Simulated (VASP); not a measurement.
# Si6Cl in VASP: a series of runs, part 2 of 2

VASP 6.6.1.

**4. Relaxation of the atoms, PBE, collinear spin**

Input file INCAR:

```
SYSTEM = Si6Cl
PREC = Accurate
ENCUT = 520
EDIFF = 1E-6
ISMEAR = 0
SIGMA = 0.05
LREAL = .False.
LASPH = .True.
NELM = 150
ALGO = Normal
ISIF = 2
LWAVE = .False.
LCHARG = .False.
ISPIN = 2
MAGMOM = 0 0 0 0 0 0 1
LORBIT = 11
LDIPOL = .True.
IDIPOL = 3
DIPOL = 0.5 0.5 0.334
GGA = PE
IBRION = 2
NSW = 36
EDIFFG = -0.025
KPAR = 4
```

Input file KPOINTS:

```
regular mesh
0
Gamma
  7 5 1
  0 0 0
```

Input file POSCAR:

```
Si6Cl
1.0
    3.8675355695      0.0000000000      0.0000000000
    0.0000000000      5.4695212554      0.0000000000
    0.0000000000      0.0000000000     19.2238421361
Si Cl
6 1
Selective dynamics
Direct
    0.5000000000      0.0000000000      0.2080749505  F F F
    0.0000000000      0.2500000000      0.2080749505  F F F
    0.0000000000      0.5024402202      0.3062860998  F F F
    0.5000000000      0.7475597798      0.3062860998  F F F
    0.5000000000      0.0098635024      0.4017845174  F F F
    0.0000000000      0.2401364976      0.4017845174  F F F
    0.5000000000      0.8431968357      0.5044031807  F F T
```

Potentials or basis: VASP PAW PBE potentials, release 64 (Si, Cl).

Command:

```sh
cat potpaw_PBE.64/Si/POTCAR potpaw_PBE.64/Cl/POTCAR > POTCAR
mpirun -np 4 vasp_std > vasp.out
```

OUTCAR:

```text
SYSTEM = Si6Cl
   PREC = Accurate
   ENCUT = 520
   EDIFF = 1E-6
   ISMEAR = 0
   LREAL = .False.
   LASPH = .True.
   NELM = 150
   ISIF = 2
   ISPIN = 2
   LORBIT = 11
   GGA = PE
   IBRION = 2
   NSW = 36
   EDIFFG = -0.025

 ion  position               nearest neighbor table
   1  0.500  0.000  0.208-   4 2.34   2 2.37   2 2.37
   2  0.000  0.250  0.208-   3 2.34   1 2.37   1 2.37
   3  0.000  0.502  0.306-   6 2.33   2 2.34   4 2.35   4 2.35
   4  0.500  0.748  0.306-   5 2.33   1 2.34   3 2.35   3 2.35
   5  0.500  0.010  0.402-   7 2.17   6 2.31   6 2.31   4 2.33
[... 881 lines left out ...]
  FORCE on cell =-STRESS in cart. coord.  units (eV):
  Direction    XX          YY          ZZ          XY          YZ          ZX
  --------------------------------------------------------------------------------------
  -------------------------------------------------------------------------------------
  Total        1.0414229      1.0249396      0.3965633      0.0000000      1.0503199      0.0000000
  in kB        4.1031168      4.0381741      1.5624253      0.0000000      4.1381701      0.0000000
  external PRESSURE =       3.2345720 kB  Pullay stress =       0.0000000 kB
[... 22 lines left out ...]
  FREE ENERGIE OF THE ION-ELECTRON SYSTEM (eV)
  ---------------------------------------------------
  free  energy   TOTEN  =       -32.4034945973 eV

  energy  without entropy=      -32.3948620828  energy(sigma->0) =      -32.39917834

 reached required accuracy - stopping structural energy minimisation

 vacuum level on the upper side and lower side of the slab         4.233         3.508

 total charge

# of ion       s       p       d       tot
------------------------------------------
    1        0.794   0.843   0.000   1.637
    2        0.813   0.808   0.000   1.622
    3        0.769   0.913   0.000   1.682
    4        0.776   0.911   0.000   1.687
    5        0.758   0.889   0.000   1.647
    6        0.808   0.866   0.000   1.674
    7        1.606   3.521   0.000   5.127
--------------------------------------------------
tot          6.323   8.753   0.000  15.076

 magnetization (x)

# of ion       s       p       d       tot
------------------------------------------
    1       -0.001  -0.003   0.000  -0.004
    2       -0.000  -0.002   0.000  -0.002
    3       -0.000  -0.000   0.000  -0.000
    4       -0.000  -0.001   0.000  -0.001
    5       -0.000  -0.000   0.000  -0.001
    6        0.000  -0.000   0.000   0.000
    7       -0.000  -0.000   0.000  -0.000
--------------------------------------------------
tot         -0.001  -0.007   0.000  -0.008
```

OSZICAR:

```text
N       E                     dE             d eps       ncg     rms          rms(c)
DAV:   1     0.185207215908E+03    0.18521E+03   -0.10061E+04   960   0.112E+03
DAV:   2    -0.938717148232E+01   -0.19459E+03   -0.19066E+03  1504   0.195E+02
[... 56 lines left out ...]
DAV:   4    -0.324035589975E+02    0.47801E-03   -0.21184E-03  1136   0.265E-01    0.126E-01
DAV:   5    -0.324036086012E+02   -0.49604E-04   -0.76346E-04  1148   0.148E-01    0.645E-02
DAV:   6    -0.324035829107E+02    0.25690E-04   -0.58484E-05  1212   0.475E-02    0.541E-02
DAV:   7    -0.324035536736E+02    0.29237E-04   -0.53224E-05  1260   0.445E-02    0.290E-02
DAV:   8    -0.324034950763E+02    0.58597E-04   -0.47409E-05  1152   0.384E-02    0.183E-02
DAV:   9    -0.324034945973E+02    0.47902E-06   -0.42473E-06  1184   0.101E-02
   3 F= -.32403495E+02 E0= -.32399178E+02  d E =-.386225E-01  mag=    -0.0065
```

CONTCAR:

```text
Si6Cl
   1.00000000000000
     3.8675355695000002    0.0000000000000000    0.0000000000000000
     0.0000000000000000    5.4695212554000001    0.0000000000000000
     0.0000000000000000    0.0000000000000000   19.2238421361000000
  Si              Cl
     6     1
Selective dynamics
Direct
     0.5000000000000000    0.0000000000000000    0.2080749504999986   F   F   F
     0.0000000000000000    0.2500000000000000    0.2080749504999986   F   F   F
     0.0000000000000000    0.5024402202000005    0.3062860997999977   F   F   F
     0.5000000000000000    0.7475597797999995    0.3062860997999977   F   F   F
     0.5000000000000000    0.0098635024000018    0.4017845174000030   F   F   F
     0.0000000000000000    0.2401364975999982    0.4017845174000030   F   F   F
     0.5000000000000000    0.8431968356999988    0.4999383547449378   F   F   T

  0.00000000E+00  0.00000000E+00  0.00000000E+00
  0.00000000E+00  0.00000000E+00  0.00000000E+00
  0.00000000E+00  0.00000000E+00  0.00000000E+00
  0.00000000E+00  0.00000000E+00  0.00000000E+00
  0.00000000E+00  0.00000000E+00  0.00000000E+00
  0.00000000E+00  0.00000000E+00  0.00000000E+00
  0.00000000E+00  0.00000000E+00  0.00000000E+00
```

Wall time 4.3 min (4 MPI ranks of Intel Xeon Platinum 8488C (Sapphire Rapids), shared host); peak memory 0.71 GiB.

What came out:

```yaml
Free_energy: -32.4035 eV
Energy_gained_by_relaxing: 5.5 meV/atom
Ionic_steps: 3
Net_moment: -0.01 μB per cell
Valence_electrons_inside_the_program's_atomic_spheres: Si 1.64, 1.62, 1.68, 1.69, 1.65, 1.67; Cl 5.13
```

The path:
| step | energy change (eV) | largest force on free atoms (eV/Å) | pressure (GPa) |
| --- | --- | --- | --- |
| 1 | 0.0000 | 0.8640 | 0.03 |
| 2 | -0.0281 | 0.4763 | 0.16 |
| 3 | -0.0386 | 0.0083 | 0.32 |

Final structure:
```
Si Cl
1.0
     3.86754    0.00000    0.00000
     0.00000    5.46952    0.00000
     0.00000    0.00000   19.22384
Si Cl
6 1
Direct
  0.50000 0.00000 0.20808
  0.00000 0.25000 0.20808
  0.00000 0.50244 0.30629
  0.50000 0.74756 0.30629
  0.50000 0.00986 0.40178
  0.00000 0.24014 0.40178
  0.50000 0.84320 0.49994
```

Levels at points of the mesh, in eV from the Fermi level:
Spin up:
```
           k point  band 12  band 13  band 14  band 15  band 16  band 17  band 18  band 19
(0.00, 0.00, 0.00)    -2.26    -1.10    -0.60    -0.30     0.09     0.89     1.12     2.30
```
Spin down:
| k point | band 11 | band 12 | band 13 | band 14 | band 15 | band 16 | band 17 | band 18 | band 19 | band 20 |
| --- | --- | --- | --- | --- | --- | --- | --- | --- | --- | --- |
| (0.00, 0.00, 0.00) | -2.52 | -2.26 | -1.10 | -0.60 | -0.31 | 0.09 | 0.89 | 1.12 | 2.30 | 2.91 |

**5. Summary**

| cell | gap on the mesh (eV) | moment (μB) |
| --- | --- | --- |
| atoms relaxed, atomic positions A | 0.12 | 1.00 |
| atoms relaxed, atomic positions B | none | 0.00 |
| atoms relaxed, atomic positions C | none | 0.01 |

Alike in all rows: task relaxation of the atoms; level PBE; potentials or basis VASP PAW PBE potentials, release 64 (Si, Cl); spin collinear; k mesh 7 × 5 × 1; cutoff (eV) 520; smearing gaussian 0.05 eV.

Total energies depend on the potentials used, so only differences within one code and one set of settings carry meaning.
